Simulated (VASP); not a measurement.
Set up this calculation in VASP 6.6.1, as the native input.

```yaml
Task: single point
Functional: r2SCAN
Potentials_or_basis: VASP PAW PBE potentials, release 64 (Cd, S)
Cutoff: 520 eV
k_mesh: 8 × 8 × 8, shifted
Occupations: gaussian, width 0.01 eV
Spin: no spin polarisation
Dipole_correction: no
Further_INCAR_settings: ALGO = Normal; EDIFF = 1e-07; NBANDS = 16; ISYM = 0
```

CdS:

```
Cd S
1.0
    -0.00006    2.93925    2.93925
     2.93925   -0.00006    2.93925
     2.93925    2.93925   -0.00006
Cd S
1 1
Direct
  0.00000 0.00000 0.00000
  0.75000 0.75000 0.75000
```

One way to write it, as run:

POSCAR

```
CdS
1.0
   -0.0000593886      2.9392451508      2.9392451508
    2.9392451508     -0.0000593886      2.9392451508
    2.9392451508      2.9392451508     -0.0000593886
Cd S
1 1
Direct
    0.0000009669      0.0000009669      0.0000009669
    0.7499990331      0.7499990331      0.7499990331
```

INCAR.step1

```
  PREC = Accurate
  ENCUT = 520
  ISMEAR = 0
  SIGMA = 0.01
  LREAL = F
  LASPH = T
  NELM = 80
  NBANDS = 16
  ISYM = 0
  GGA = PE
  ALGO = Normal
  EDIFF = 1E-4
  LWAVE = T
  LCHARG = F
```

INCAR.step2

```
  PREC = Accurate
  ENCUT = 520
  EDIFF = 1E-7
  ISMEAR = 0
  SIGMA = 0.01
  LREAL = F
  LASPH = T
  NELM = 80
  ALGO = Normal
  ISIF = 2
  LWAVE = F
  LCHARG = F
  METAGGA = R2SCAN
  LMIXTAU = T
  NBANDS = 16
  ISYM = 0
  ISTART = 1
```

KPOINTS

```
Automatic mesh
0
Gamma
  8 8 8
  0.5 0.5 0.5
```

Potentials or basis: VASP PAW PBE potentials, release 64 (Cd, S).

Launch:

```sh
$ cat potpaw_PBE.64/Cd/POTCAR potpaw_PBE.64/S/POTCAR > POTCAR
$ cp INCAR.step1 INCAR
$ mpirun -np 1 vasp_std > vasp.out
$ cp INCAR.step2 INCAR
$ mpirun -np 1 vasp_std > vasp.out
```

It gave:

```json
{
 "Pressure": "0.3 GPa",
 "Band gap on the k mesh": "1.85 eV"
}
```

Caveat: the PAW data sets were made with another functional, which shifts forces and pressure a little; a shifted mesh leaves out Γ, where band edges can lie.

It took 61 min on 1 thread of AMD EPYC 7R43 64-Core Processor (Zen 3), with other jobs on the host, peak memory 0.82 GiB.
